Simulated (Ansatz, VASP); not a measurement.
## CuAu in VASP and in Ansatz

```
Cu Au
1.0
     2.85070    0.00000    0.00000
     0.00000    2.85070    0.00000
     0.00000    0.00000    3.58161
Cu Au
1 1
Direct
  0.50000 0.50000 0.50000
  0.00000 0.00000 0.00000
```

Alike in both runs: task single point; functional PBEsol; k mesh 11 × 11 × 8; occupations fermi-dirac, width 0.05 eV; no spin polarisation.

```csv
,VASP,Ansatz
version,VASP 6.6.1,Ansatz 0.2.0
potentials or method,"VASP PAW PBE potentials, release 64 (Cu, Au), cutoff 520 eV","all-electron LAPW, scalar-relativistic"
```

```csv
,VASP,Ansatz,Ansatz less VASP
pressure (GPa),-4.0,-4.0,-0.06
"traceless stress, the component that is largest in VASP (GPa)",0.91,0.90,-0.011
```

VASP's potentials were made for PBE, not for PBEsol. Ansatz ran all-electron here, and VASP with PAW potentials.

Neither program's run includes spin-orbit coupling.
